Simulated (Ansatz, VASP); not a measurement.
One calculation of Pd, two programs

```
CELL_PARAMETERS angstrom
0.00000 1.90676 1.90676
1.90676 0.00000 1.90676
1.90676 1.90676 0.00000
ATOMIC_POSITIONS crystal
Pd 0.00000 0.00000 0.00000
```

Alike in both runs: task single point; functional LDA; k mesh 12 × 12 × 12; occupations fermi-dirac, width 0.05 eV; no spin polarisation.

|  | VASP | Ansatz |
| --- | --- | --- |
| version | VASP 6.6.1 | Ansatz 0.2.0 |
| potentials or method | VASP PAW LDA potentials, release 64 (Pd) | JTH PAW LDA |
| plane-wave cutoff (eV) | 520 | 1080 |
| valence electrons in the cell | 10 | 18 |

```csv
,VASP,Ansatz,Ansatz less VASP
gap on the k mesh at the Fermi level (eV),none,none,-
pressure (GPa),4.9,6.1,+1.23
```

LDA's correlation is that of Perdew and Zunger in VASP and of Perdew and Wang (1992) in Ansatz. A gap of «none» marks a metal or a gap that the smearing closes. VASP's potentials hold 10 valence electrons a cell and Ansatz's 18, so a difference there can come from the potentials and not from the codes.
